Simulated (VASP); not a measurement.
# Si4N3 (P-43m) in VASP: further runs

The runs below take Si4N3 through single point, relaxation of cell and atoms, with PBE.

All numbers are computed with VASP 6.6.1; they aren't measurements. Logs are shortened: lines on timing, memory, paths and dates and some standing lists are left out, and cuts for length are marked.

## 1. The cell of the first run

It takes space group P-43m (No. 215, cubic). The conventional cell has a = 4.165 Å, b = 4.165 Å, c = 4.165 Å, α = 90.00°, β = 90.00°, γ = 90.00°. Within 2.5 Å of Si (site symmetry 3m) lie 3 N at 1.89 Å. Within 2.5 Å of N (site symmetry -42m) lie 4 Si at 1.89 Å.

## 2. Single point, PBE

INCAR reads:

```
SYSTEM = Si4N3
  ALGO = Normal
  EDIFF = 1E-6
  ENCUT = 520
  GGA = PE
  ISIF = 2
  ISMEAR = 0
  LASPH = .TRUE.
  LCHARG = .FALSE.
  LREAL = .FALSE.
  LWAVE = .FALSE.
  NBANDS = 24
  NELM = 80
  PREC = Accurate
  SIGMA = 0.1
```

KPOINTS reads:

```
k-points
0
G
  4 4 4
  0 0 0
```

POSCAR reads:

```
Si4N3
1.0
    4.1652830708      0.0000000000      0.0000000000
    0.0000000000      4.1652830708      0.0000000000
    0.0000000000      0.0000000000      4.1652830708
Si N
4 3
Direct
    0.2818914093      0.2818914093      0.7181085907
    0.7181085907      0.7181085907      0.7181085907
    0.2818914093      0.7181085907      0.2818914093
    0.7181085907      0.2818914093      0.2818914093
    0.0000000000      0.0000000000      0.5000000000
    0.5000000000      0.0000000000      0.0000000000
    0.0000000000      0.5000000000      0.0000000000
```

Potentials or basis: VASP PAW PBE potentials, release 64 (Si, N).

The run is started by

```console
$ cat potpaw_PBE.64/Si/POTCAR potpaw_PBE.64/N/POTCAR > POTCAR
$ mpirun -np 1 vasp_std > vasp.out
```

OUTCAR:

```text
SYSTEM = Si4N3
   EDIFF = 1E-6
   ENCUT = 520
   GGA = PE
   ISIF = 2
   ISMEAR = 0
   LASPH = .TRUE.
   LREAL = .FALSE.
   NELM = 80
   PREC = Accurate

 ion  position               nearest neighbor table
   1  0.282  0.282  0.718-   5 1.89   6 1.89   7 1.89   2 2.57   3 2.57   4 2.57   3 2.97   4 2.97
                             2 2.97   3 2.97   2 2.97   4 2.97
   2  0.718  0.718  0.718-   5 1.89   6 1.89   7 1.89   1 2.57   3 2.57   4 2.57   1 2.97   3 2.97
                             1 2.97   4 2.97   3 2.97   4 2.97
   3  0.282  0.718  0.282-   5 1.89   6 1.89   7 1.89   1 2.57   2 2.57   4 2.57   1 2.97   4 2.97
                             1 2.97   2 2.97   2 2.97   4 2.97
   4  0.718  0.282  0.282-   5 1.89   6 1.89   7 1.89   1 2.57   2 2.57   3 2.57   1 2.97   3 2.97
                             1 2.97   2 2.97   2 2.97   3 2.97
   5  0.000  0.000  0.500-   1 1.89   2 1.89   3 1.89   4 1.89
   6  0.500  0.000  0.000-   1 1.89   2 1.89   3 1.89   4 1.89
   7  0.000  0.500  0.000-   1 1.89   2 1.89   3 1.89   4 1.89

  LATTYP: Found a simple cubic cell.
 ALAT       =     4.1652830708

  Lattice vectors:

 A1 = (   4.1652830708,   0.0000000000,   0.0000000000)
 A2 = (   0.0000000000,   4.1652830708,   0.0000000000)
 A3 = (   0.0000000000,   0.0000000000,   4.1652830708)

Analysis of symmetry for initial positions (statically):
=====================================================================
 Subroutine PRICEL returns:
 Original cell was already a primitive cell.

 Routine SETGRP: Setting up the symmetry group for a
 simple cubic supercell.

 Subroutine GETGRP returns: Found 24 space group operations
 (whereof 24 operations were pure point group operations)
 out of a pool of 48 trial point group operations.

The static configuration has the point symmetry T_d .

Analysis of symmetry for dynamics (positions and initial velocities):
=====================================================================
 Subroutine PRICEL returns:
 Original cell was already a primitive cell.

 Routine SETGRP: Setting up the symmetry group for a
 simple cubic supercell.

 Subroutine GETGRP returns: Found 24 space group operations
 (whereof 24 operations were pure point group operations)
 out of a pool of 48 trial point group operations.

The dynamic configuration has the point symmetry T_d .

 Subroutine INISYM returns: Found 24 space group operations
 (whereof 24 operations are pure point group operations),
 and found     1 'primitive' translations

----------------------------------------------------------------------------------------

                                     Primitive cell

  volume of cell :      72.2659

  direct lattice vectors                    reciprocal lattice vectors
     4.165283071  0.000000000  0.000000000     0.240079722  0.000000000  0.000000000
     0.000000000  4.165283071  0.000000000     0.000000000  0.240079722  0.000000000
     0.000000000  0.000000000  4.165283071     0.000000000  0.000000000  0.240079722

  length of vectors
     4.165283071  4.165283071  4.165283071     0.240079722  0.240079722  0.240079722

  position of ions in fractional coordinates (direct lattice)
     0.281891409  0.281891409  0.718108591
     0.718108591  0.718108591  0.718108591
     0.281891409  0.718108591  0.281891409
     0.718108591  0.281891409  0.281891409
     0.000000000  0.000000000  0.500000000
     0.500000000  0.000000000  0.000000000
     0.000000000  0.500000000  0.000000000

  ion indices of the primitive-cell ions
   primitive index   ion index
                 1           1
                 2           2
                 3           3
                 4           4
                 5           5
                 6           6
                 7           7

----------------------------------------------------------------------------------------

 KPOINTS: k-points

Automatic generation of k-mesh.
 Grid dimensions read from file:
 generate k-points for:    4    4    4

 Generating k-lattice:

  Cartesian coordinates                     Fractional coordinates (reciprocal lattice)
     0.060019930  0.000000000  0.000000000     0.250000000  0.000000000  0.000000000
     0.000000000  0.060019930  0.000000000     0.000000000  0.250000000  0.000000000
     0.000000000  0.000000000  0.060019930     0.000000000  0.000000000  0.250000000

  Length of vectors
     0.060019930  0.060019930  0.060019930

  Shift w.r.t. Gamma in fractional coordinates (k-lattice)
     0.000000000  0.000000000  0.000000000

 Subroutine IBZKPT returns following result:
 ===========================================

 Found     10 irreducible k-points:

 Following reciprocal coordinates:
            Coordinates               Weight
  0.000000  0.000000  0.000000      1.000000
  0.250000  0.000000  0.000000      6.000000
  0.500000  0.000000  0.000000      3.000000
  0.250000  0.250000  0.000000     12.000000
  0.500000  0.250000  0.000000     12.000000
  0.500000  0.500000  0.000000      3.000000
  0.250000  0.250000  0.250000      8.000000
  0.500000  0.250000  0.250000     12.000000
  0.500000  0.500000  0.250000      6.000000
  0.500000  0.500000  0.500000      1.000000
   k-points           NKPTS =     10   k-points in BZ     NKDIM =     10   number of bands    NBANDS=     24
   number of dos      NEDOS =    301   number of ions     NIONS =      7
   total plane-waves  NPLWV =  32768
   dimension x,y,z NGX =    32 NGY =   32 NGZ =   32
   dimension x,y,z NGXF=    64 NGYF=   64 NGZF=   64
   ions per type =               4   3
   NGX,Y,Z   is equivalent  to a cutoff of  12.77, 12.77, 12.77 a.u.
   NGXF,Y,Z  is equivalent  to a cutoff of  25.54, 25.54, 25.54 a.u.
 SYSTEM =  Si4N3
   PREC   = accura    normal or accurate (medium, high low for compatibility)
   ISTART =      0    job   : 0-new  1-cont  2-samecut
   ICHARG =      2    charge: 1-file 2-atom 10-const
   ISPIN  =      1    spin polarized calculation?
   LNONCOLLINEAR =      F non collinear calculations
   LSORBIT =      F    spin-orbit coupling
   LASPH  =      T    aspherical Exc in radial PAW
   ENCUT  =  520.0 eV  38.22 Ry    6.18 a.u.   7.74  7.74  7.74*2*pi/ulx,y,z
   NELM   =     80;   NELMIN=  2; NELMDL= -5     # of ELM steps
   EDIFF  = 0.1E-05   stopping-criterion for ELM
   LREAL  =      F    real-space projection
   EDIFFG = 0.1E-04   stopping-criterion for IOM
   NSW    =      0    number of steps for IOM
   IBRION =     -1    ionic relax: 0-MD 1-quasi-New 2-CG
   NFREE  =      0    steps in history (QN), initial steepest desc. (CG)
   ISIF   =      2    stress and relaxation
   ISYM   =      2    0-nonsym 1-usesym 2-fastsym
   POTIM  = 0.5000    time-step for ionic-motion
   TEBEG  =    0.0;   TEEND  =   0.0 temperature during run
   PSTRESS=    0.0 pullay stress
   NELECT =      31.0000    total number of electrons
   NUPDOWN=      -1.0000    fix difference up-down
   EMIN   =  10.00;   EMAX   =-10.00  energy-range for DOS
   EFERMI =   0.00;   METHOD = LEGACY
   ISMEAR =     0;   SIGMA  =   0.10  broadening in eV -4-tet -1-fermi 0-gaus
   EFERMI_NEDOS =   21; number of points for ismear=-14 and -15
   IALGO  =     38    algorithm
   IMIX   =      4    mixing-type and parameters
     AMIX     =   0.40;   BMIX     =  1.00
     AMIX_MAG =   1.60;   BMIX_MAG =  1.00
  volume/ion in A,a.u.               =      10.32        69.67
  Fermi-wavevector in a.u.,A,eV,Ry     =   1.234670  2.333188 20.740855  1.524410
  Thomas-Fermi vector in A             =   2.369351
   LORBIT       =      0    0 simple, 1 ext, 2 COOP (PROOUT), +10 PAW based schemes
   GGA     = PE    functional components
   LHFCALC =     F    Hartree Fock is set to
   AEXX    =    0.0000 exact exchange contribution
   IVDW    =     0    specifies the selected vdW correction
   LEPSILON=     F    determine dielectric tensor
   LRPA    =     F    only Hartree local field effects (RPA)
 non-spin polarized calculation
 Gauss-broadening in eV      SIGMA  =   0.10
  energy-cutoff  :      520.00
  volume of cell :       72.27
 maximum number of plane-waves:      1956
 NGX is ok and might be reduce to    32
   NGX = 15   NGY = 15   NGZ = 15

 number of electron      30.9999992 magnetization

 Free energy of the ion-electron system (eV)
  ---------------------------------------------------
  ext. energy  EPLUGINS =         0.00000000
  ---------------------------------------------------
  free energy    TOTEN  =       -48.34481921 eV

  energy without entropy =      -48.32841328  energy(sigma->0) =      -48.33661625

 E-fermi :  10.2895     XC(G=0): -11.6696

 val. band max:       10.1200969035   @ k =   0.2500   0.2500   0.2500
 cond. band min:      10.2901516881   @ k =   0.5000   0.5000   0.2500
 fundamental gap:      0.1700547846
 Fermi energy:        10.2894613518

 k-point     1 :       0.0000    0.0000    0.0000
  band No.  band energies     occupation
      1      -8.9928      2.00000
      2      -5.7527      2.00000
      3      -5.7527      2.00000
      4       0.7777      2.00000
      5       0.7777      2.00000
      6       0.7777      2.00000
[... 16 lines left out ...]
     23      15.1523      0.00000
     24      17.9875      0.00000

 k-point     2 :       0.2500    0.0000    0.0000
  band No.  band energies     occupation
      1      -8.6486      2.00000
      2      -6.3427      2.00000
      3      -5.6917      2.00000
      4       0.0559      2.00000
      5       1.0986      2.00000
      6       1.0986      2.00000
[... 16 lines left out ...]
     23      16.8119      0.00000
     24      17.1081      0.00000

 k-point     3 :       0.5000    0.0000    0.0000
  band No.  band energies     occupation
      1      -7.9550      2.00000
      2      -7.2714      2.00000
      3      -5.6281      2.00000
      4      -0.1345      2.00000
      5       1.6048      2.00000
      6       1.6048      2.00000
[... 16 lines left out ...]
     23      18.0995      0.00000
     24      18.0995      0.00000

 k-point     4 :       0.2500    0.2500    0.0000
  band No.  band energies     occupation
      1      -8.3216      2.00000
      2      -6.4114      2.00000
      3      -5.9966      2.00000
      4      -0.6396      2.00000
      5       1.3124      2.00000
      6       1.7677      2.00000
[... 16 lines left out ...]
     23      17.4709      0.00000
     24      18.0985      0.00000

 k-point     5 :       0.5000    0.2500    0.0000
  band No.  band energies     occupation
      1      -7.6586      2.00000
      2      -7.1074      2.00000
      3      -6.0108      2.00000
      4      -0.9794      2.00000
      5       1.5464      2.00000
      6       1.6237      2.00000
[... 16 lines left out ...]
     23      17.4422      0.00000
     24      17.6675      0.00000

 k-point     6 :       0.5000    0.5000    0.0000
  band No.  band energies     occupation
      1      -6.9200      2.00000
      2      -6.9200      2.00000
      3      -6.8418      2.00000
      4      -1.7134      2.00000
      5       1.8882      2.00000
      6       1.8882      2.00000
[... 16 lines left out ...]
     23      17.9092      0.00000
     24      18.0395      0.00000

 k-point     7 :       0.2500    0.2500    0.2500
  band No.  band energies     occupation
      1      -8.0169      2.00000
      2      -6.3112      2.00000
      3      -6.3112      2.00000
      4      -0.8676      2.00000
      5       0.9763      2.00000
      6       0.9763      2.00000
[... 16 lines left out ...]
     23      17.5513      0.00000
     24      18.2110      0.00000

 k-point     8 :       0.5000    0.2500    0.2500
  band No.  band energies     occupation
      1      -7.4018      2.00000
      2      -6.9615      2.00000
      3      -6.2035      2.00000
      4      -0.9399      2.00000
      5       0.3623      2.00000
      6       0.6721      2.00000
[... 16 lines left out ...]
     23      17.4371      0.00000
     24      18.1925      0.00000

 k-point     9 :       0.5000    0.5000    0.2500
  band No.  band energies     occupation
      1      -6.7976      2.00000
      2      -6.7976      2.00000
      3      -6.7553      2.00000
      4      -1.2910      2.00000
      5       0.3826      2.00000
      6       0.3826      2.00000
[... 16 lines left out ...]
     23      17.0352      0.00000
     24      17.2889      0.00000

 k-point    10 :       0.5000    0.5000    0.5000
  band No.  band energies     occupation
      1      -6.6631      2.00000
      2      -6.6631      2.00000
      3      -6.6631      2.00000
      4      -0.4295      2.00000
      5      -0.4295      2.00000
      6      -0.4295      2.00000
[... 16 lines left out ...]
     23      17.2270      0.00000
     24      17.2270      0.00000

------------------------ aborting loop because EDIFF is reached ----------------------------------------

  FORCE on cell =-STRESS in cart. coord.  units (eV):
  Direction    XX          YY          ZZ          XY          YZ          ZX
  --------------------------------------------------------------------------------------
  -------------------------------------------------------------------------------------
  Total       -0.0176569     -0.0176569     -0.0176569      0.0000000     -0.0000000      0.0000000
  in kB       -0.3914637     -0.3914637     -0.3914637      0.0000000     -0.0000000      0.0000000
  external PRESSURE =      -0.3914637 kB  Pullay stress =       0.0000000 kB

 VOLUME and BASIS-vectors are now :
 -----------------------------------------------------------------------------
  energy-cutoff  :      520.00
  volume of cell :       72.27
      direct lattice vectors                 reciprocal lattice vectors
     4.165283071  0.000000000  0.000000000     0.240079722  0.000000000  0.000000000
     0.000000000  4.165283071  0.000000000     0.000000000  0.240079722  0.000000000
     0.000000000  0.000000000  4.165283071     0.000000000  0.000000000  0.240079722

 POSITION                                       TOTAL-FORCE (eV/Angst)
 -----------------------------------------------------------------------------------
      1.17416      1.17416      2.99113        -0.009076     -0.009076      0.009076
      2.99113      2.99113      2.99113         0.009076      0.009076      0.009076
      1.17416      2.99113      1.17416        -0.009076      0.009076     -0.009076
      2.99113      1.17416      1.17416         0.009076     -0.009076     -0.009076
      0.00000      0.00000      2.08264         0.000000      0.000000      0.000000
      2.08264      0.00000      0.00000         0.000000      0.000000      0.000000
      0.00000      2.08264      0.00000         0.000000      0.000000      0.000000
 -----------------------------------------------------------------------------------
    total drift:                                0.000000      0.000000      0.000000

  FREE ENERGIE OF THE ION-ELECTRON SYSTEM (eV)
  ---------------------------------------------------
  free  energy   TOTEN  =       -48.3448192110 eV

  energy  without entropy=      -48.3284132834  energy(sigma->0) =      -48.33661625
```

It took 9 s on 1 thread of Intel Xeon Platinum 8488C (Sapphire Rapids), shared host; peak memory 0.16 GiB.

Results:

| Item | Value |
| --- | --- |
| Free energy | -48.3448 eV |
| Pressure | 0.0 GPa |
| Largest force | 0.016 eV/Å |

Forces on the atoms (eV/Å):
```
Si  -0.009 -0.009  0.009
Si   0.009  0.009  0.009
Si  -0.009  0.009 -0.009
Si   0.009 -0.009 -0.009
N    0.000  0.000  0.000
N    0.000  0.000  0.000
N    0.000  0.000  0.000
```

Caveat: the k points lie up to 0.38 Å⁻¹ apart.

## 3. Relaxation of cell and atoms, PBE

This run uses another cell than the first one, of 9.43 Å³/atom, 0.913 times its volume.

INCAR reads:

```
SYSTEM = Si4N3
  PREC = Accurate
  ENCUT = 600
  EDIFF = 1E-7
  ISMEAR = 0
  SIGMA = 0.1
  LREAL = .False.
  LASPH = .True.
  NELM = 80
  ALGO = Normal
  ISIF = 3
  LWAVE = .False.
  LCHARG = .False.
  GGA = PE
  IBRION = 2
  NSW = 90
  EDIFFG = -0.04
```

KPOINTS reads:

```
regular mesh
0
Gamma
  4 4 4
  0 0 0
```

POSCAR reads:

```
Si4N3
1.0
    4.0415235500      0.0000000000      0.0000000000
    0.0000000000      4.0415235500      0.0000000000
    0.0000000000      0.0000000000      4.0415235500
Si N
4 3
Direct
    0.2456870000      0.2456870000      0.7543130000
    0.7543130000      0.7543130000      0.7543130000
    0.2456870000      0.7543130000      0.2456870000
    0.7543130000      0.2456870000      0.2456870000
    0.0000000000      0.0000000000      0.5000000000
    0.5000000000      0.0000000000      0.0000000000
    0.0000000000      0.5000000000      0.0000000000
```

Potentials or basis: VASP PAW PBE potentials, release 64 (Si, N).

The run is started by

```console
$ cat potpaw_PBE.64/Si/POTCAR potpaw_PBE.64/N/POTCAR > POTCAR
$ mpirun -np 1 vasp_std > vasp.out
```

Wall time 68 s (1 thread of Intel Xeon Platinum 8488C (Sapphire Rapids), shared host); peak memory 0.18 GiB.

Results (log left out):

| Quantity | Value |
| --- | --- |
| Free energy | -48.3434 eV |
| Relaxed volume | 10.31 Å³/atom |
| Relaxed cell | a = 4.164 Å, b = 4.164 Å, c = 4.164 Å, α = 90.00°, β = 90.00°, γ = 90.00° |
| Space group after relaxing (to 0.05 Å) | P-43m (No. 215) |
| Energy gained by relaxing | 673.5 meV/atom |
| Ionic steps | 11 |
| Pressure after relaxing | 0.2 GPa |
| Largest force after relaxing | 0.009 eV/Å |

Forces on the atoms (eV/Å):
```
Si   0.005  0.005 -0.005
Si  -0.005 -0.005 -0.005
Si   0.005 -0.005  0.005
Si  -0.005  0.005  0.005
N    0.000  0.000  0.000
N    0.000  0.000  0.000
N    0.000  0.000  0.000
```

Step by step:
```csv
step,energy change (eV),largest force (eV/Å),pressure (GPa),volume (Å³)
1,0.0000,5.6560,42.31,66.01
2,-2.4732,1.4883,-26.91,92.78
3,-3.9425,1.6237,-14.07,81.97
4,-3.9525,2.0127,-12.10,80.91
5,-4.5666,1.2502,-7.38,75.04
6,-4.5926,0.6279,-8.71,75.96
7,-4.6637,0.2541,6.82,69.84
8,-4.7137,0.1078,0.14,72.14
9,-4.7137,0.0965,0.34,72.07
10,-4.7144,0.0409,0.12,72.21
11,-4.7144,0.0093,0.17,72.17
```

Final structure:
```
Si N
1.0
     4.16351    0.00000    0.00000
     0.00000    4.16351    0.00000
     0.00000    0.00000    4.16351
Si N
4 3
Direct
  0.28182 0.28182 0.71818
  0.71818 0.71818 0.71818
  0.28182 0.71818 0.28182
  0.71818 0.28182 0.28182
  0.00000 0.00000 0.50000
  0.50000 0.00000 0.00000
  0.00000 0.50000 0.00000
```

Levels at points of the mesh, in eV from the Fermi level:
```tsv
k point	band 11	band 12	band 13	band 14	band 15	band 16	band 17	band 18	band 19
(0.00, 0.00, 0.00)	-4.12	-4.12	-4.12	-1.64	-1.64	1.21	1.21	1.21	2.18
(0.50, 0.00, 0.00)	-4.46	-4.46	-4.40	-3.76	-0.32	-0.32	1.93	2.62	4.57
(0.50, 0.50, 0.00)	-5.61	-4.49	-3.51	-2.13	-0.48	-0.48	3.16	4.57	4.57
(0.50, 0.50, 0.50)	-4.40	-3.42	-3.42	0.94	0.94	0.94	3.28	3.28	3.28
```

Caveat: the k points lie up to 0.38 Å⁻¹ apart in the final cell.
